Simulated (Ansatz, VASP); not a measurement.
Two plane-wave programs on Cu

File INCAR:

```
  PREC = Accurate
  ENCUT = 520
  EDIFF = 1E-6
  ISMEAR = 1
  SIGMA = 0.05
  LREAL = False
  LASPH = True
  NELM = 80
  ALGO = Normal
  ISIF = 2
  LWAVE = False
  LCHARG = False
  GGA = PS
  NBANDS = 12
```

The input KPOINTS:

```
regular mesh
0
Gamma
  20 20 20
```

The input POSCAR:

```
Cu
1.0
   -1.4427933200      1.4427933200      1.3760814500
    1.4427933200     -1.4427933200      1.3760814500
    1.4427933200      1.4427933200     -1.3760814500
Cu
1
Direct
    0.0000000000      0.0000000000      0.0000000000
```

Input for Ansatz:

```yaml
crystal:
  lattice:
    - [-1.44279332, 1.44279332, 1.37608145]
    - [1.44279332, -1.44279332, 1.37608145]
    - [1.44279332, 1.44279332, -1.37608145]
  atoms:
    - { symbol: Cu, position: [0.0, 0.0, 0.0] }
basis:
  ecutwfc: 420
kpoints:
  mp_grid: { grid: [20, 20, 20] }
hamiltonian:
  xc: pbesol
scf:
  occupations: { method: methfessel_paxton, width: 0.05 }
output:
  forces: true
  stress: true
  eigenvalues: true
```

Alike in both runs: task single point; functional PBEsol; k mesh 20 × 20 × 20; occupations methfessel-paxton of order 1, width 0.05 eV; no spin polarisation.

|  | VASP | Ansatz |
| --- | --- | --- |
| version | VASP 6.6.1 | Ansatz 0.2.0 |
| potentials or method | VASP PAW PBE potentials, release 64 (Cu), cutoff 520 eV | scalar-relativistic, plane waves, PAW |
| valence electrons in the cell | 11 | 19 |

```tsv
	VASP	Ansatz	Ansatz less VASP
gap on the k mesh at the Fermi level (eV)	none	none	-
pressure (GPa)	-0.7	-1.5	-0.75
traceless stress, the component that is largest in VASP (GPa)	-0.44	-0.45	-0.010
```

VASP's potentials were made for PBE, not for PBEsol. A gap of «none» marks a metal or a gap that the smearing closes. VASP's potentials hold 11 valence electrons a cell and Ansatz's 19, so a difference there can come from the potentials and not from the codes.
